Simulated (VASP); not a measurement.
Set up this calculation in VASP 6.6.1, as the native input.

* Task: single point
* Functional: PBE
* Potentials or basis: VASP PAW PBE potentials, release 64 (Na_pv, Cl)
* Cutoff: 520 eV
* k mesh: 8 × 8 × 8
* Occupations: gaussian, width 0.05 eV
* Spin: no spin polarisation
* Dipole correction: no
* Further INCAR settings: ALGO = Normal; EDIFF = 1e-07; NBANDS = 14

The structure of NaCl lies in POSCAR:

```
NaCl
1.0
    0.0000000000      2.9450200000      2.7184800000
    2.9450200000      0.0000000000      2.7184800000
    2.9450200000      2.9450200000      0.0000000000
Na Cl
1 1
Direct
    0.0000000000      0.0000000000      0.0000000000
    0.5000000000      0.5000000000      0.5000000000
```

This cell differs from its parent crystal: strain +0.040 along x and y, -0.040 along z.

These files were run (other wordings do the same):

INCAR

```
ALGO     = Normal         # electronic algorithm
EDIFF    = 1E-7           # SCF threshold, eV
ENCUT    = 520            # plane-wave cutoff, eV
GGA      = PE             # functional
ISIF     = 2              # what is computed and relaxed
ISMEAR   = 0              # smearing method
LASPH    = True           # aspherical terms in the spheres
LCHARG   = True           # write CHGCAR
LELF     = True           # ELF
LREAL    = False          # projectors in reciprocal space
LVHAR    = True         
LWAVE    = False          # write WAVECAR
NBANDS   = 14             # bands
NELM     = 80             # most SCF steps
PREC     = Accurate       # precision mode
SIGMA    = 0.05           # smearing width, eV
```

KPOINTS

```
k-points
0
Gamma
  8 8 8
```

Potentials or basis: VASP PAW PBE potentials, release 64 (Na_pv, Cl).

Command:

```bash
$ cat potpaw_PBE.64/Na_pv/POTCAR potpaw_PBE.64/Cl/POTCAR > POTCAR
$ mpirun -np 1 vasp_std > vasp.out
```

Results of the run:

```
Pressure               : -0.1 GPa
Band gap on the k mesh : 4.90 eV
```

Caveat: the cell differs from its parent crystal (strain +0.040 along x and y, -0.040 along z).

Wall time 64 s on 1 thread of Intel Xeon 8259CL (shared host), peak memory 0.18 GiB.
